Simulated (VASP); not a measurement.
Cu, 2 atoms in the cell. The structure is cubic, space group Fd-3m (No. 227). Conventional cell: a = 5.278 Å, b = 5.278 Å, c = 5.278 Å, α = 90.00°, β = 90.00°, γ = 90.00°. Within 3.0 Å of Cu (site symmetry -43m) lie 4 Cu at 2.29 Å.  This cell differs from its parent crystal: volume scaled by 0.96.

* Program: VASP 6.6.1
* Task: single point
* Functional: PBE
* Potentials or basis: VASP PAW PBE potentials, release 64 (Cu)
* Cutoff: 520 eV
* k mesh: 12 × 12 × 12
* Occupations: fermi-dirac, width 0.1 eV
* Spin: no spin polarisation
* Dipole correction: no
* Further INCAR settings: ALGO = Normal; EDIFF = 1e-07; NBANDS = 18

Potentials or basis: VASP PAW PBE potentials, release 64 (Cu).

Launch:

```console
$ cat potpaw_PBE.64/Cu/POTCAR > POTCAR
$ mpirun -np 1 vasp_std > vasp.out
```

Hardware: 1 thread of Intel Xeon 8259CL, with other jobs on the host.

How long does it take, and how much memory?

It took 92 s on 1 thread of Intel Xeon 8259CL (shared host), peak memory 0.17 GiB. Counts: scf iterations 15, k points 72.
